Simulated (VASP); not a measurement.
# Ir (P6_3/mmc) in VASP: further runs, part 4 of 4

VASP 6.6.1. The steps go on from the part before.

## (5) Single point, LDA

This run uses another cell than the first one, of 14.94 Å³/atom.

INCAR

```
ALGO     = Normal         # electronic algorithm
EDIFF    = 1E-6           # SCF threshold, eV
ENCUT    = 520            # plane-wave cutoff, eV
GGA      = CA             # functional
ISIF     = 2              # what is computed and relaxed
ISMEAR   = 0              # smearing method
LASPH    = True           # aspherical terms in the spheres
LCHARG   = False          # write CHGCAR
LREAL    = False          # projectors in reciprocal space
LWAVE    = False          # write WAVECAR
NBANDS   = 16             # bands
NELM     = 60             # most SCF steps
PREC     = Accurate       # precision mode
SIGMA    = 0.15           # smearing width, eV
```

KPOINTS

```
k-points
0
Gamma
  18 18 10
```

POSCAR

```
Ir
1.0
    2.7323000000      0.0000000000      0.0000000000
   -1.3661500000      2.3662412107      0.0000000000
    0.0000000000      0.0000000000      4.6202000000
Ir
2
Direct
    0.6666666667      0.3333333333      0.7500000000
    0.3333333333      0.6666666667      0.2500000000
```

Potentials or basis: VASP PAW LDA potentials, release 64 (Ir).

On the command line:

```console
$ cat potpaw_LDA.64/Ir/POTCAR > POTCAR
$ mpirun -np 1 vasp_std > vasp.out
```

OUTCAR:

```text
EDIFF = 1E-6
   ENCUT = 520
   GGA = CA
   ISIF = 2
   ISMEAR = 0
   LASPH = True
   LREAL = False
   NELM = 60
   PREC = Accurate

 ion  position               nearest neighbor table
   1  0.667  0.333  0.750-   2 2.80   2 2.80   2 2.80   2 2.80   2 2.80   2 2.80
   2  0.333  0.667  0.250-   1 2.80   1 2.80   1 2.80   1 2.80   1 2.80   1 2.80

  LATTYP: Found a hexagonal cell.
 ALAT       =     2.7323000000
 C/A-ratio  =     1.6909563372

  Lattice vectors:

 A1 = (   2.7323000000,   0.0000000000,   0.0000000000)
 A2 = (  -1.3661500000,   2.3662412107,   0.0000000000)
 A3 = (   0.0000000000,   0.0000000000,   4.6202000000)

Analysis of symmetry for initial positions (statically):
=====================================================================
 Subroutine PRICEL returns:
 Original cell was already a primitive cell.

 Routine SETGRP: Setting up the symmetry group for a
 hexagonal supercell.

 Subroutine GETGRP returns: Found 24 space group operations
 (whereof 12 operations were pure point group operations)
 out of a pool of 24 trial point group operations.

The static configuration has the point symmetry D_3d.
 The point group associated with its full space group is D_6h.

Analysis of symmetry for dynamics (positions and initial velocities):
=====================================================================
 Subroutine PRICEL returns:
 Original cell was already a primitive cell.

 Routine SETGRP: Setting up the symmetry group for a
 hexagonal supercell.

 Subroutine GETGRP returns: Found 24 space group operations
 (whereof 12 operations were pure point group operations)
 out of a pool of 24 trial point group operations.

The dynamic configuration has the point symmetry D_3d.
 The point group associated with its full space group is D_6h.

 Subroutine INISYM returns: Found 24 space group operations
 (whereof 12 operations are pure point group operations),
 and found     1 'primitive' translations

----------------------------------------------------------------------------------------

                                     Primitive cell

  volume of cell :      29.8709

  direct lattice vectors                    reciprocal lattice vectors
     2.732300000  0.000000000  0.000000000     0.365992021  0.211305592  0.000000000
    -1.366150000  2.366241211  0.000000000     0.000000000  0.422611184  0.000000000
     0.000000000  0.000000000  4.620200000     0.000000000  0.000000000  0.216440847

  length of vectors
     2.732300000  2.732300000  4.620200000     0.422611184  0.422611184  0.216440847

  position of ions in fractional coordinates (direct lattice)
     0.666666667  0.333333333  0.750000000
     0.333333333  0.666666667  0.250000000

  ion indices of the primitive-cell ions
   primitive index   ion index
                 1           1
                 2           2

----------------------------------------------------------------------------------------

 KPOINTS: k-points

Automatic generation of k-mesh.
 Grid dimensions read from file:
 generate k-points for:   18   18   10

 Generating k-lattice:

  Cartesian coordinates                     Fractional coordinates (reciprocal lattice)
     0.020332890  0.011739200  0.000000000     0.055555556  0.000000000  0.000000000
     0.000000000  0.023478399  0.000000000     0.000000000  0.055555556  0.000000000
     0.000000000  0.000000000  0.021644085     0.000000000  0.000000000  0.100000000

  Length of vectors
     0.023478399  0.023478399  0.021644085

  Shift w.r.t. Gamma in fractional coordinates (k-lattice)
     0.000000000  0.000000000  0.000000000

 Subroutine IBZKPT returns following result:
 ===========================================

 Found    222 irreducible k-points:

 Following reciprocal coordinates:
            Coordinates               Weight
  0.000000  0.000000  0.000000      1.000000
  0.055556  0.000000  0.000000      6.000000
  0.111111  0.000000  0.000000      6.000000
  0.166667  0.000000  0.000000      6.000000
  0.222222  0.000000  0.000000      6.000000
  0.277778  0.000000  0.000000      6.000000
[... 16 lines left out ...]
  0.333333  0.111111  0.000000     12.000000
  0.388889  0.111111  0.000000     12.000000
 [... further k-points ...]
   k-points           NKPTS =    222   k-points in BZ     NKDIM =    222   number of bands    NBANDS=     16
   number of dos      NEDOS =    301   number of ions     NIONS =      2
   total plane-waves  NPLWV =  14400
   dimension x,y,z NGX =    20 NGY =   20 NGZ =   36
   dimension x,y,z NGXF=    40 NGYF=   40 NGZF=   72
   ions per type =               2
   NGX,Y,Z   is equivalent  to a cutoff of  12.17, 12.17, 12.95 a.u.
   NGXF,Y,Z  is equivalent  to a cutoff of  24.34, 24.34, 25.91 a.u.
 SYSTEM =  unknown system
   PREC   = accura    normal or accurate (medium, high low for compatibility)
   ISTART =      0    job   : 0-new  1-cont  2-samecut
   ICHARG =      2    charge: 1-file 2-atom 10-const
   ISPIN  =      1    spin polarized calculation?
   LNONCOLLINEAR =      F non collinear calculations
   LSORBIT =      F    spin-orbit coupling
   LASPH  =      T    aspherical Exc in radial PAW
   ENCUT  =  520.0 eV  38.22 Ry    6.18 a.u.   5.08  5.08  8.59*2*pi/ulx,y,z
   NELM   =     60;   NELMIN=  2; NELMDL= -5     # of ELM steps
   EDIFF  = 0.1E-05   stopping-criterion for ELM
   LREAL  =      F    real-space projection
   EDIFFG = 0.1E-04   stopping-criterion for IOM
   NSW    =      0    number of steps for IOM
   IBRION =     -1    ionic relax: 0-MD 1-quasi-New 2-CG
   NFREE  =      0    steps in history (QN), initial steepest desc. (CG)
   ISIF   =      2    stress and relaxation
   ISYM   =      2    0-nonsym 1-usesym 2-fastsym
   POTIM  = 0.5000    time-step for ionic-motion
   TEBEG  =    0.0;   TEEND  =   0.0 temperature during run
   PSTRESS=    0.0 pullay stress
   NELECT =      18.0000    total number of electrons
   NUPDOWN=      -1.0000    fix difference up-down
   EMIN   =  10.00;   EMAX   =-10.00  energy-range for DOS
   EFERMI =   0.00;   METHOD = LEGACY
   ISMEAR =     0;   SIGMA  =   0.15  broadening in eV -4-tet -1-fermi 0-gaus
   EFERMI_NEDOS =   21; number of points for ismear=-14 and -15
   IALGO  =     38    algorithm
   IMIX   =      4    mixing-type and parameters
     AMIX     =   0.40;   BMIX     =  1.00
     AMIX_MAG =   1.60;   BMIX_MAG =  1.00
  volume/ion in A,a.u.               =      14.94       100.79
  Fermi-wavevector in a.u.,A,eV,Ry     =   1.382769  2.613054 26.015018  1.912050
  Thomas-Fermi vector in A             =   2.507429
   LORBIT       =      0    0 simple, 1 ext, 2 COOP (PROOUT), +10 PAW based schemes
   GGA     = CA    functional components
   LHFCALC =     F    Hartree Fock is set to
   AEXX    =    0.0000 exact exchange contribution
   IVDW    =     0    specifies the selected vdW correction
   LEPSILON=     F    determine dielectric tensor
   LRPA    =     F    only Hartree local field effects (RPA)
 non-spin polarized calculation
 Gauss-broadening in eV      SIGMA  =   0.15
  energy-cutoff  :      520.00
  volume of cell :       29.87
 maximum number of plane-waves:       825
   NGX = 11   NGY = 11   NGZ = 17

 number of electron      18.0000000 magnetization

 Free energy of the ion-electron system (eV)
  ---------------------------------------------------
  ext. energy  EPLUGINS =         0.00000000
  ---------------------------------------------------
  free energy    TOTEN  =       -20.33696526 eV

  energy without entropy =      -20.30883676  energy(sigma->0) =      -20.32290101

 E-fermi :   9.4339     XC(G=0): -13.8263

 val. band max:        9.4226515540   @ k =   0.3889   0.1667   0.0000
 cond. band min:       9.4410642582   @ k =   0.3333   0.0556   0.0000
 fundamental gap:      0.0184127042
 Fermi energy:         9.4339100880

 k-point     1 :       0.0000    0.0000    0.0000
  band No.  band energies     occupation
      1      -1.1546      2.00000
      2       1.7286      2.00000
      3       5.4407      2.00000
      4       5.9373      2.00000
      5       5.9373      2.00000
      6       6.4522      2.00000
[... 8 lines left out ...]
     15      25.3022      0.00000
     16      26.7488      0.00000
[... 419 lines left out ...]
 k-point    24 :       0.3889    0.1111    0.0000
  band No.  band energies     occupation
      1       2.7578      2.00000
      2       2.8545      2.00000
      3       3.2174      2.00000
      4       5.7498      2.00000
      5       5.8550      2.00000
      6       6.0736      2.00000
[... 8 lines left out ...]
     15      19.4479      0.00000
     16      22.3841      0.00000

 [... further k-points ...]
[... 5 lines left out ...]
  --------------------------------------------------------------------------------------
  -------------------------------------------------------------------------------------
  Total       -3.2521377     -3.2521377     -5.5932394     -0.0000000     -0.0000000      0.0000000
  in kB     -174.4340790   -174.4340790   -300.0031543     -0.0000000     -0.0000000      0.0000000
  external PRESSURE =    -216.2904375 kB  Pullay stress =       0.0000000 kB

 VOLUME and BASIS-vectors are now :
 -----------------------------------------------------------------------------
  energy-cutoff  :      520.00
  volume of cell :       29.87
      direct lattice vectors                 reciprocal lattice vectors
     2.732300000  0.000000000  0.000000000     0.365992021  0.211305592  0.000000000
    -1.366150000  2.366241211  0.000000000     0.000000000  0.422611184  0.000000000
     0.000000000  0.000000000  4.620200000     0.000000000  0.000000000  0.216440847

 POSITION                                       TOTAL-FORCE (eV/Angst)
 -----------------------------------------------------------------------------------
      1.36615      0.78875      3.46515        -0.000000      0.000000      0.000000
     -0.00000      1.57749      1.15505         0.000000     -0.000000      0.000000
 -----------------------------------------------------------------------------------
    total drift:                               -0.000000      0.000000     -0.000000

  FREE ENERGIE OF THE ION-ELECTRON SYSTEM (eV)
  ---------------------------------------------------
  free  energy   TOTEN  =       -20.3369652569 eV

  energy  without entropy=      -20.3088367587  energy(sigma->0) =      -20.32290101
```

Run time: 70 s. Hardware: 1 thread of AMD EPYC 9R45 (Zen 5), shared host; peak memory 0.17 GiB.

Results:

| Item | Value |
| --- | --- |
| Free energy | -20.3370 eV |
| Pressure | -21.6 GPa |
| Band gap on the k mesh | zero (bands 9 and 10 overlap by 3.29 eV) |

Levels at points of the mesh, in eV from the Fermi level:
| k point | band 5 | band 6 | band 7 | band 8 | band 9 | band 10 | band 11 | band 12 | band 13 | band 14 |
| --- | --- | --- | --- | --- | --- | --- | --- | --- | --- | --- |
| (0.00, 0.00, 0.00) | -3.50 | -2.98 | -2.98 | -1.82 | -1.82 | -0.96 | 0.33 | 0.33 | 6.07 | 14.64 |
| (0.50, 0.00, 0.00) | -3.45 | -2.97 | -2.93 | 0.76 | 0.95 | 1.25 | 2.92 | 4.38 | 7.90 | 9.56 |
| (0.00, 0.00, 0.50) | -3.53 | -3.53 | -3.53 | -3.53 | -0.37 | -0.37 | -0.37 | -0.37 | 13.06 | 13.06 |
| (0.50, 0.00, 0.50) | -1.75 | -1.75 | -0.77 | -0.77 | 1.13 | 1.13 | 1.99 | 1.99 | 7.41 | 7.41 |

Caveat: the cell stands under tension; spin-orbit coupling is left out, which moves the levels of the heavy elements.

## (6) Single point, LDA

This run uses another cell than the first one, of 14.97 Å³/atom.

INCAR

```
SYSTEM = Ir
PREC = Accurate
ENCUT = 520
EDIFF = 1E-6
ISMEAR = 0
SIGMA = 0.15
LREAL = .FALSE.
LASPH = .TRUE.
NELM = 100
ALGO = Fast
ISIF = 2
LWAVE = .FALSE.
LCHARG = .FALSE.
NBANDS = 16
```

KPOINTS

```
regular mesh
0
G
  18 18 10
  0 0 0
```

POSCAR

```
Ir
1.0
    2.8315000000      0.0000000000      0.0000000000
   -1.4157500000      2.4521509308      0.0000000000
    0.0000000000      0.0000000000      4.3131000000
Ir
2
Direct
    0.6666666667      0.3333333333      0.7500000000
    0.3333333333      0.6666666667      0.2500000000
```

Potentials or basis: VASP PAW LDA potentials, release 64 (Ir).

On the command line:

```console
$ cat potpaw_LDA.64/Ir/POTCAR > POTCAR
$ mpirun -np 1 vasp_std > vasp.out
```

Run time: 90 s. Hardware: 1 thread of AMD EPYC 9R45 (Zen 5), shared host; peak memory 0.16 GiB.

Results (log left out):

* Free energy: -20.2942 eV
* Pressure: -20.8 GPa
* Band gap on the k mesh: zero (bands 9 and 10 overlap by 2.93 eV)

Stress tensor (GPa, compression positive):
```
-26.37   0.00   0.00
  0.00 -26.37   0.00
  0.00   0.00  -9.70
```

Levels at points of the mesh, in eV from the Fermi level:
```csv
k point,band 7,band 8,band 9,band 10,band 11,band 12
"(0.00, 0.00, 0.00)",-2.89,-2.74,-2.74,-0.04,0.19,0.19
"(0.50, 0.00, 0.00)",-2.44,0.20,0.73,1.10,2.51,3.76
"(0.00, 0.00, 0.50)",-3.87,-3.87,-0.45,-0.45,-0.45,-0.45
"(0.50, 0.00, 0.50)",-0.93,-0.93,0.54,0.54,1.85,1.85
```

Caveat: the cell stands under tension; spin-orbit coupling is left out, which moves the levels of the heavy elements.

## (7) Overview

```csv
cell,gap on the mesh (eV),pressure (GPa)
"a = 2.786, b = 2.786, c = 4.386 Å, angles 90.0, 90.0, 120.0°, 2 atoms",none,-17.9
"a = 2.768, b = 2.768, c = 4.459 Å, angles 90.0, 90.0, 120.0°, 2 atoms",none,-19.3
"a = 2.759, b = 2.759, c = 4.503 Å, angles 90.0, 90.0, 120.0°, 2 atoms",none,-20.5
"a = 2.732, b = 2.732, c = 4.620 Å, angles 90.0, 90.0, 120.0°, 2 atoms",none,-21.6
"a = 2.832, b = 2.831, c = 4.313 Å, angles 90.0, 90.0, 120.0°, 2 atoms",none,-20.8
```

Alike in all rows: task single point; level LDA; potentials or basis VASP PAW LDA potentials, release 64 (Ir); no spin polarisation; k mesh 18 × 18 × 10; cutoff (eV) 520; smearing gaussian 0.15 eV.

Caveats: the cell stands under tension; spin-orbit coupling is left out, which moves the levels of the heavy elements.

Total energies depend on the potentials used, so only differences within one code and one set of settings carry meaning.
